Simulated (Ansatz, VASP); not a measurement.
# KYSe2: VASP beside Ansatz

File INCAR:

```
SYSTEM = KYSe2
PREC     = Accurate       ! precision mode
ENCUT    = 520            ! plane-wave cutoff, eV
EDIFF    = 1E-7           ! SCF threshold, eV
ISMEAR   = 0              ! smearing method
SIGMA    = 0.01           ! smearing width, eV
LREAL    = .FALSE.        ! projectors in reciprocal space
LASPH    = .TRUE.         ! aspherical terms in the spheres
NELM     = 80             ! most SCF steps
ALGO     = Normal         ! electronic algorithm
ISIF     = 2              ! what is computed and relaxed
LWAVE    = .FALSE.        ! write WAVECAR
LCHARG   = .TRUE.         ! write CHGCAR
GGA      = PE             ! functional
LELF     = .TRUE.         ! ELF
LVHAR    = .TRUE.       
NBANDS   = 24             ! bands
```

KPOINTS

```
Automatic mesh
0
G
  6 6 4
  0 0 0
```

POSCAR

```
KYSe2
1.0
    4.4239416375      0.0000000000      0.0000000000
    0.0000000000      4.4239416375      0.0000000000
    0.0000000000      0.0000000000      6.0033903144
K Se Y
1 2 1
Direct
    0.0000000000      0.0000000000      0.0000000000
    0.0000000000      0.0000000000      0.5000000000
    0.5000000000      0.5000000000      0.0000000000
    0.5000000000      0.5000000000      0.5000000000
```

Input for Ansatz:

```yaml
crystal:
  lattice:
    - [4.4239416375, 0.0, 0.0]
    - [0.0, 4.4239416375, 0.0]
    - [0.0, 0.0, 6.0033903144]
  atoms:
    - { symbol: K, position: [0.0, 0.0, 0.0] }
    - { symbol: Se, position: [0.0, 0.0, 0.5] }
    - { symbol: "Y", position: [0.5, 0.5, 0.5] }
    - { symbol: Se, position: [0.5, 0.5, 0.0] }
kpoints:
  mp_grid: { grid: [6, 6, 4] }
hamiltonian:
  xc: pbe
scf:
  occupations: { method: fixed }
  n_extra_bands: 5
output:
  forces: true
  stress: true
  eigenvalues: true
```

Alike in both runs: task single point; functional PBE; k mesh 6 × 6 × 4; no spin polarisation.

```csv
,VASP,Ansatz
version,VASP 6.6.1,Ansatz 0.2.0
potentials or method,"VASP PAW PBE potentials, release 64 (K_sv, Se, Y_sv)","plane waves, PAW"
plane-wave cutoff (eV),520,420
occupations,"gaussian, width 0.01 eV",fixed
valence electrons in the cell,32,52
```

```tsv
	VASP	Ansatz	Ansatz less VASP
gap on the k mesh at the Fermi level (eV)	0.29	0.30	+0.003
pressure (GPa)	-2.4	-2.5	-0.09
```

VASP's potentials hold 32 valence electrons a cell and Ansatz's 52, so a difference there can come from the potentials and not from the codes.
